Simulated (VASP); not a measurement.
Crystal: La.

```
La
1.0
     3.75000    0.00000    0.00000
    -1.87500    3.24760    0.00000
     0.00000    0.00000    6.07000
La
2
Direct
  0.66667 0.33333 0.75000
  0.33333 0.66667 0.25000
```

Program: VASP 6.6.1. Alike in all runs: task single point; potentials or basis VASP PAW PBE potentials, release 64 (La); no spin polarisation; cell as given; cutoff (eV) 520; smearing fermi-dirac 0.05 eV.

Problem. Order these runs on this cell by their pressure, lowest first.
A. level PBE; k mesh 7 × 7 × 4
B. level PBEsol; k mesh 5 × 5 × 3
C. level PBEsol+D3(BJ); k mesh 8 × 8 × 5

Solution. C (-3.7 GPa), B (-1.5 GPa), A (0.7 GPa).

Caveats: some runs use coarse meshes; the PAW data sets were made with another functional, which shifts forces and pressure a little (some runs); three body term missing (some runs); pairwise dispersion overbinds metals, which lowers pressure and volume (some runs).
